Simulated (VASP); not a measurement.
Input of a VASP 6.6.1 run:

File INCAR:

```
PREC = Accurate
ENCUT = 500
EDIFF = 1E-6
ISMEAR = 0
SIGMA = 0.02
LREAL = F
LASPH = T
NELM = 120
ALGO = Normal
ISIF = 2
LWAVE = F
LCHARG = F
GGA = PE
NBANDS = 11
GGA_COMPAT = F
```

KPOINTS

```
regular mesh
0
Gamma
  8 8 8
```

The input POSCAR:

```
AlP
1.0
    0.0000000000      2.7534771360      2.7534771360
    2.7534771360      0.0000000000      2.7534771360
    2.7534771360      2.7534771360      0.0000000000
Al P
1 1
Direct
    0.0000000000      0.0000000000      0.0000000000
    0.2500000000      0.2500000000      0.2500000000
```

Potentials or basis: VASP PAW PBE potentials, release 64 (Al, P).

The run is started by

```console
$ cat potpaw_PBE.64/Al/POTCAR potpaw_PBE.64/P/POTCAR > POTCAR
$ mpirun -np 1 vasp_std > vasp.out
```

Task: What does it give for the band gap on the k mesh?

Result: 1.63 eV, indirect (least direct gap 3.09 eV).

Task: Predict the pressure.

Result: -0.1 GPa.

A k mesh can miss the band edges.
